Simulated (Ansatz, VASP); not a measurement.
## ZnS in VASP and in Ansatz

```
Zn S
1.0
     0.00000    2.55171    2.55171
     2.55171    0.00000    2.55171
     2.55171    2.55171    0.00000
Zn S
1 1
Direct
  0.00000 0.00000 0.00000
  0.50000 0.50000 0.50000
```

Alike in both runs: functional PBE; k mesh 18 × 18 × 18; occupations gaussian, width 0.1 eV; no spin polarisation.

Ansatz relaxed the structure, and its values are those at the end. VASP's run is a single point on that final structure, the one shown.

|  | VASP | Ansatz |
| --- | --- | --- |
| version | VASP 6.6.1 | Ansatz 0.2.0 |
| potentials or method | VASP PAW PBE potentials, release 64 (Zn, S), cutoff 520 eV | scalar-relativistic, plane waves, PAW |
| valence electrons in the cell | 18 | 18 |

VASP gave:

* gap on the k mesh at the Fermi level (eV): none
* pressure (GPa): 0.2

Q: Estimate Ansatz's values.

A: gap on the k mesh at the Fermi level (eV): none; pressure (GPa): 0.0.

A gap of «none» marks a metal or a gap that the smearing closes.
